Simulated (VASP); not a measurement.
Input of a VASP 6.6.1 run:

File INCAR:

```
SYSTEM = F
PREC = Accurate
ENCUT = 520
EDIFF = 1E-7
ISMEAR = -1
SIGMA = 0.08
LREAL = .False.
LASPH = .True.
NELM = 60
ALGO = Normal
ISIF = 2
LWAVE = .False.
LCHARG = .False.
GGA = PE
NBANDS = 10
```

Contents of KPOINTS:

```
regular mesh
0
Gamma
  18 18 18
  0 0 0
```

The input POSCAR:

```
F
1.0
   -1.1993987545      1.1993987545      1.1993987545
    1.1993987545     -1.1993987545      1.1993987545
    1.1993987545      1.1993987545     -1.1993987545
F
1
Direct
    0.0000000000      0.0000000000      0.0000000000
```

Potentials or basis: VASP PAW PBE potentials, release 64 (F).

Command:

```console
$ cat potpaw_PBE.64/F/POTCAR > POTCAR
$ mpirun -np 1 vasp_std > vasp.out
```

Problem. What does it give for the pressure?

Solution. 54.8 GPa.

Caveat: an odd number of electrons without spin polarisation forces a metal; a magnetic or distorted state may lie lower.
